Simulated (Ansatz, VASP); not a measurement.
## CdTe in VASP and in Ansatz

File INCAR:

```
ALGO     = Normal         # electronic algorithm
EDIFF    = 1E-6           # SCF threshold, eV
ENCUT    = 500            # plane-wave cutoff, eV
GGA      = PS             # functional
GGA_COMPAT= F            
ISIF     = 2              # what is computed and relaxed
ISMEAR   = -1             # smearing method
LASPH    = T              # aspherical terms in the spheres
LCHARG   = F              # write CHGCAR
LREAL    = F              # projectors in reciprocal space
LWAVE    = F              # write WAVECAR
NBANDS   = 16             # bands
NELM     = 120            # most SCF steps
PREC     = Accurate       # precision mode
SIGMA    = 0.05           # smearing width, eV
```

KPOINTS

```
k-points
0
Gamma
  6 6 6
```

Contents of POSCAR:

```
CdTe
1.0
    0.0000000000      3.2050000000      3.1409000000
    3.2050000000      0.0000000000      3.1409000000
    3.2050000000      3.2050000000      0.0000000000
Te Cd
1 1
Direct
    0.7500000000      0.7500000000      0.7500000000
    0.0000000000      0.0000000000      0.0000000000
```

The input input.yaml:

```yaml
crystal:
  lattice:
    - [0.0, 3.205, 3.1409]
    - [3.205, 0.0, 3.1409]
    - [3.205, 3.205, 0.0]
  atoms:
    - { symbol: Te, position: [0.75, 0.75, 0.75] }
    - { symbol: Cd, position: [0.0, 0.0, 0.0] }
hamiltonian:
  xc: pbesol
  pseudopotentials: { kind: paw }
kpoints:
  mp_grid: { grid: [6, 6, 6] }
scf:
  occupations: { method: fermi_dirac, width: 0.05 }
output:
  forces: true
  stress: true
  eigenvalues: true
```

Alike in both runs: task single point; functional PBEsol; k mesh 6 × 6 × 6; occupations fermi-dirac, width 0.05 eV; no spin polarisation.

|  | VASP | Ansatz |
| --- | --- | --- |
| version | VASP 6.6.1 | Ansatz 0.2.0 |
| potentials or method | VASP PAW PBE potentials, release 64 (Te, Cd) | Ansatz PAW |
| plane-wave cutoff (eV) | 500 | 420 |
| valence electrons in the cell | 18 | 36 |

Ansatz gave:

| Property | Result |
| --- | --- |
| gap on the k mesh at the Fermi level (eV) | 0.77 |
| least direct gap on the mesh (eV) | 0.77 |
| pressure (GPa) | 2.7 |
| traceless stress, the component that is largest in VASP (GPa) | 0.19 |

Which values does VASP return?

gap on the k mesh at the Fermi level (eV): 0.77; least direct gap on the mesh (eV): 0.77; pressure (GPa): 2.9; traceless stress, the component that is largest in VASP (GPa): 0.19.

VASP's potentials were made for PBE, not for PBEsol. With one functional, cell and mesh, what is left measures potentials, basis and numerics. VASP's potentials hold 18 valence electrons a cell and Ansatz's 36, so a difference there can come from the potentials and not from the codes.

Spin-orbit coupling is off throughout.
